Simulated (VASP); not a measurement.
# VSbS (P-6m2) in VASP: a series of runs, part 2 of 2

VASP 6.6.1. Earlier steps stand in the parts before.

### Step 4. Relaxation of cell and atoms, PBE, collinear spin, ferromagnetic start

The input, INCAR:

```
PREC = Accurate
ENCUT = 600
EDIFF = 1E-6
ISMEAR = 0
SIGMA = 0.1
LREAL = F
LASPH = T
NELM = 150
ALGO = Normal
ISIF = 3
LWAVE = F
LCHARG = F
ISPIN = 2
MAGMOM = 0.43 0 0
LORBIT = 11
LMAXMIX = 4
GGA = PE
IBRION = 2
NSW = 90
EDIFFG = -0.04
```

The input, KPOINTS:

```
regular mesh
0
Gamma
  6 6 6
```

The input, POSCAR:

```
VSbS
1.0
    4.1950106338      0.0000000000      0.0000000000
   -2.0975053169      3.6329857780      0.0000000000
    0.0000000000      0.0000000000      3.5126210405
V Sb S
1 1 1
Direct
    0.6666666667      0.3333333333      0.5000000000
    0.3333333333      0.6666666667      0.0000000000
    0.0000000000      0.0000000000      0.5000000000
```

Potentials or basis: VASP PAW PBE potentials, release 64 (V_sv, Sb, S).

On the command line:

```console
$ cat potpaw_PBE.64/V_sv/POTCAR potpaw_PBE.64/Sb/POTCAR potpaw_PBE.64/S/POTCAR > POTCAR
$ mpirun -np 1 vasp_std > vasp.out
```

OUTCAR:

```text
PREC = Accurate
   ENCUT = 600
   EDIFF = 1E-6
   ISMEAR = 0
   LREAL = F
   LASPH = T
   NELM = 150
   ISIF = 3
   ISPIN = 2
   LORBIT = 11
   GGA = PE
   IBRION = 2
   NSW = 90
   EDIFFG = -0.04

 ion  position               nearest neighbor table
   1  0.667  0.333  0.500-   3 2.42   3 2.42   3 2.42   2 2.99   2 2.99   2 2.99   2 2.99   2 2.99
                             2 2.99
   2  0.333  0.667  0.000-   1 2.99   1 2.99   3 2.99   3 2.99   1 2.99   1 2.99   3 2.99   3 2.99
                             3 2.99   3 2.99   1 2.99   1 2.99
   3  0.000  0.000  0.500-   1 2.42   1 2.42   1 2.42   2 2.99   2 2.99   2 2.99   2 2.99   2 2.99
                             2 2.99

  LATTYP: Found a hexagonal cell.
 ALAT       =     4.1950106338
 C/A-ratio  =     0.8373330480

  Lattice vectors:

 A1 = (   4.1950106338,   0.0000000000,   0.0000000000)
 A2 = (  -2.0975053169,   3.6329857780,   0.0000000000)
 A3 = (   0.0000000000,   0.0000000000,   3.5126210405)

Analysis of symmetry for initial positions (statically):
=====================================================================
 Subroutine PRICEL returns:
 Original cell was already a primitive cell.

 Routine SETGRP: Setting up the symmetry group for a
 hexagonal supercell.

 Subroutine GETGRP returns: Found 12 space group operations
 (whereof 12 operations were pure point group operations)
 out of a pool of 24 trial point group operations.

The static configuration has the point symmetry D_3h.

Analysis of symmetry for dynamics (positions and initial velocities):
=====================================================================
 Subroutine PRICEL returns:
 Original cell was already a primitive cell.

 Routine SETGRP: Setting up the symmetry group for a
 hexagonal supercell.

 Subroutine GETGRP returns: Found 12 space group operations
 (whereof 12 operations were pure point group operations)
 out of a pool of 24 trial point group operations.

The dynamic configuration has the point symmetry D_3h.

Analysis of structural, dynamic, and magnetic symmetry:
=====================================================================
 Subroutine PRICEL returns:
 Original cell was already a primitive cell.

 Routine SETGRP: Setting up the symmetry group for a
 hexagonal supercell.

 Subroutine GETGRP returns: Found 12 space group operations
 (whereof 12 operations were pure point group operations)
 out of a pool of 24 trial point group operations.

The overall configuration has the point symmetry D_3h.

 Subroutine INISYM returns: Found 12 space group operations
 (whereof 12 operations are pure point group operations),
 and found     1 'primitive' translations

----------------------------------------------------------------------------------------

                                     Primitive cell

  volume of cell :      53.5338

  direct lattice vectors                    reciprocal lattice vectors
     4.195010634  0.000000000  0.000000000     0.238378418  0.137627844  0.000000000
    -2.097505317  3.632985778  0.000000000     0.000000000  0.275255688  0.000000000
     0.000000000  0.000000000  3.512621041     0.000000000  0.000000000  0.284687699

  length of vectors
     4.195010634  4.195010634  3.512621041     0.275255688  0.275255688  0.284687699

  position of ions in fractional coordinates (direct lattice)
[... 84 lines left out ...]
   NSW    =     90    number of steps for IOM
   IBRION =      2    ionic relax: 0-MD 1-quasi-New 2-CG
   NFREE  =      1    steps in history (QN), initial steepest desc. (CG)
   ISIF   =      3    stress and relaxation
   ISYM   =      2    0-nonsym 1-usesym 2-fastsym
   POTIM  = 0.5000    time-step for ionic-motion
   TEBEG  =    0.0;   TEEND  =   0.0 temperature during run
   PSTRESS=    0.0 pullay stress
   NELECT =      24.0000    total number of electrons
   NUPDOWN=      -1.0000    fix difference up-down
   EMIN   =  10.00;   EMAX   =-10.00  energy-range for DOS
   EFERMI =   0.00;   METHOD = LEGACY
   ISMEAR =     0;   SIGMA  =   0.10  broadening in eV -4-tet -1-fermi 0-gaus
   EFERMI_NEDOS =   21; number of points for ismear=-14 and -15
   IALGO  =     38    algorithm
   IMIX   =      4    mixing-type and parameters
     AMIX     =   0.40;   BMIX     =  1.00
     AMIX_MAG =   1.60;   BMIX_MAG =  1.00
  volume/ion in A,a.u.               =      17.84       120.42
  Fermi-wavevector in a.u.,A,eV,Ry     =   1.252956  2.367744 21.359776  1.569899
  Thomas-Fermi vector in A             =   2.386832
   LORBIT       =     11    0 simple, 1 ext, 2 COOP (PROOUT), +10 PAW based schemes
   GGA     = PE    functional components
   LHFCALC =     F    Hartree Fock is set to
   AEXX    =    0.0000 exact exchange contribution
   IVDW    =     0    specifies the selected vdW correction
   LEPSILON=     F    determine dielectric tensor
   LRPA    =     F    only Hartree local field effects (RPA)
 conjugate gradient relaxation of ions
 spin polarized calculation
 Gauss-broadening in eV      SIGMA  =   0.10
  energy-cutoff  :      600.00
  volume of cell :       53.53
 maximum number of plane-waves:      1826
 NGX is ok and might be reduce to    36
   NGX = 17   NGY = 17   NGZ = 15

 number of electron      23.9999993 magnetization      -0.0503110

 number of electron      23.9999995 magnetization       0.0011434

 Free energy of the ion-electron system (eV)
  ---------------------------------------------------
  ext. energy  EPLUGINS =         0.00000000
  ---------------------------------------------------
  free energy    TOTEN  =       -17.54059135 eV

  energy without entropy =      -17.52791472  energy(sigma->0) =      -17.53425303

 E-fermi :   9.4880     XC(G=0): -11.3322

 val. band max:        9.4755315803   @ k =   0.5000   0.0000   0.0000
 cond. band min:       9.5033486333   @ k =   0.3333   0.0000   0.0000
 fundamental gap:      0.0278170530
 Fermi energy:         9.4879516125

 spin component 1

 k-point     1 :       0.0000    0.0000    0.0000
  band No.  band energies     occupation
      1     -55.1451      1.00000
      2     -29.0267      1.00000
      3     -29.0267      1.00000
      4     -28.9358      1.00000
      5      -5.6740      1.00000
      6       1.3385      1.00000
[... 435 lines left out ...]
      5      -4.0755      1.00000
      6       0.1042      1.00000
[... 8 lines left out ...]
     15      10.9943      0.00000
     16      11.2339      0.00000

 [... further k-points ...]

 spin component 2

 k-point     1 :       0.0000    0.0000    0.0000
  band No.  band energies     occupation
      1     -55.1438      1.00000
      2     -29.0254      1.00000
      3     -29.0254      1.00000
      4     -28.9344      1.00000
      5      -5.6741      1.00000
      6       1.3384      1.00000
[... 435 lines left out ...]
      5      -4.0755      1.00000
      6       0.1042      1.00000
[... 8 lines left out ...]
     15      10.9949      0.00000
     16      11.2348      0.00000

 [... further k-points ...]

------------------------ aborting loop because EDIFF is reached ----------------------------------------

  FORCE on cell =-STRESS in cart. coord.  units (eV):
  Direction    XX          YY          ZZ          XY          YZ          ZX
  --------------------------------------------------------------------------------------
  -------------------------------------------------------------------------------------
  Total       -0.1068977     -0.1068977     -0.0616473      0.0000000     -0.0000000      0.0000000
  in kB       -3.1992685     -3.1992685     -1.8450017      0.0000000     -0.0000000      0.0000000
  external PRESSURE =      -2.7478462 kB  Pullay stress =       0.0000000 kB

 VOLUME and BASIS-vectors are now :
 -----------------------------------------------------------------------------
  energy-cutoff  :      600.00
  volume of cell :       53.53
      direct lattice vectors                 reciprocal lattice vectors
     4.195010634  0.000000000  0.000000000     0.238378418  0.137627844  0.000000000
    -2.097505317  3.632985778  0.000000000     0.000000000  0.275255688  0.000000000
     0.000000000  0.000000000  3.512621041     0.000000000  0.000000000  0.284687699

 POSITION                                       TOTAL-FORCE (eV/Angst)
 -----------------------------------------------------------------------------------
      2.09751      1.21100      1.75631        -0.000000      0.000000      0.000000
     -0.00000      2.42199      0.00000         0.000000     -0.000000      0.000000
      0.00000      0.00000      1.75631         0.000000     -0.000000      0.000000
 -----------------------------------------------------------------------------------
    total drift:                               -0.000000      0.000000      0.000000

  FREE ENERGIE OF THE ION-ELECTRON SYSTEM (eV)
  ---------------------------------------------------
  free  energy   TOTEN  =       -17.5405913469 eV

  energy  without entropy=      -17.5279147215  energy(sigma->0) =      -17.53425303

 reached required accuracy - stopping structural energy minimisation

 total charge

# of ion       s       p       d       tot
------------------------------------------
    1        2.213   6.150   3.053  11.416
    2        1.215   1.121   0.058   2.393
    3        1.351   2.329   0.000   3.681
--------------------------------------------------
tot          4.779   9.600   3.110  17.490

 magnetization (x)

# of ion       s       p       d       tot
------------------------------------------
    1        0.000   0.000   0.001   0.001
    2       -0.000  -0.000   0.000  -0.000
    3       -0.000  -0.000   0.000  -0.000
--------------------------------------------------
tot         -0.000  -0.000   0.001   0.001
```

OSZICAR:

```text
N       E                     dE             d eps       ncg     rms          rms(c)
DAV:   1     0.210338371067E+03    0.21034E+03   -0.14057E+04  2024   0.156E+03
DAV:   2    -0.599900460809E+01   -0.21634E+03   -0.21517E+03  1920   0.393E+02
[... 12 lines left out ...]
DAV:  15    -0.175406108962E+02   -0.43841E-05   -0.18530E-05  1832   0.212E-02    0.167E-02
DAV:  16    -0.175406126695E+02   -0.17734E-05   -0.15860E-06  1176   0.706E-03    0.172E-02
DAV:  17    -0.175406059169E+02    0.67526E-05   -0.22307E-05  1984   0.212E-02    0.155E-02
DAV:  18    -0.175405934980E+02    0.12419E-04   -0.19575E-04  2176   0.604E-02    0.111E-02
DAV:  19    -0.175405919888E+02    0.15091E-05   -0.25931E-05  2304   0.229E-02    0.716E-03
DAV:  20    -0.175405913469E+02    0.64198E-06   -0.60508E-06  1536   0.959E-03
   1 F= -.17540591E+02 E0= -.17534253E+02  d E =-.175406E+02  mag=     0.0008
```

CONTCAR:

```text
VSbS
   1.00000000000000
     4.1950106337999999    0.0000000000000000    0.0000000000000000
    -2.0975053169000000    3.6329857780000001    0.0000000000000000
     0.0000000000000000    0.0000000000000000    3.5126210405000000
  V               Sb              S
     1     1     1
Direct
     0.6666666667000030    0.3333333332999970    0.5000000000000000
     0.3333333332999970    0.6666666667000030    0.0000000000000000
     0.0000000000000000    0.0000000000000000    0.5000000000000000

  0.00000000E+00  0.00000000E+00  0.00000000E+00
  0.00000000E+00  0.00000000E+00  0.00000000E+00
  0.00000000E+00  0.00000000E+00  0.00000000E+00
```

Wall time 31 s (1 thread of Intel Xeon 6975P-C (Granite Rapids), shared host); peak memory 0.24 GiB.

Results:

```yaml
Free_energy: -17.5406 eV
Pressure_after_relaxing: -0.3 GPa
Band_gap_on_the_k_mesh: zero (filled and empty bands overlap)
Net_moment: 0.00 μB per cell
Valence_electrons_inside_the_program's_atomic_spheres: V 11.42; Sb 2.39; S 3.68
```

Final structure:
```
V Sb S
1.0
     4.19501    0.00000    0.00000
    -2.09751    3.63299    0.00000
     0.00000    0.00000    3.51262
V Sb S
1 1 1
Direct
  0.66667 0.33333 0.50000
  0.33333 0.66667 0.00000
  0.00000 0.00000 0.50000
```

Caveat: the relaxation stopped at its first step, so nothing moved; spin-orbit coupling is left out, which moves the levels of the heavy elements.

### Step 5. Summary

| task | cell | k mesh | cutoff (eV) | gap on the mesh (eV) | pressure (GPa) | moment (μB) |
| --- | --- | --- | --- | --- | --- | --- |
| single point | a = 4.195, b = 4.195, c = 3.513 Å, angles 90.0, 90.0, 120.0°, 3 atoms | 6 × 6 × 6 | 520 | none | -0.3 | 0.00 |
| relaxation of cell and atoms | relaxed from a = 4.473, b = 4.473, c = 3.893 Å, angles 90.0, 90.0, 120.0°, 3 atoms | 6 × 6 × 4 | 600 | none | 0.0 | 0.00 |
| relaxation of cell and atoms | relaxed from a = 4.195, b = 4.195, c = 3.513 Å, angles 90.0, 90.0, 120.0°, 3 atoms | 6 × 6 × 6 | 600 | none | -0.3 | 0.00 |

Alike in all rows: level PBE; potentials or basis VASP PAW PBE potentials, release 64 (V_sv, Sb, S); spin collinear, ferromagnetic start; smearing gaussian 0.1 eV.

Caveats: some runs use coarse meshes; spin-orbit coupling is left out, which moves the levels of the heavy elements; the relaxation stopped at its first step, so nothing moved (at least some runs).

Absolute energies hang on the potentials; compare differences alone.
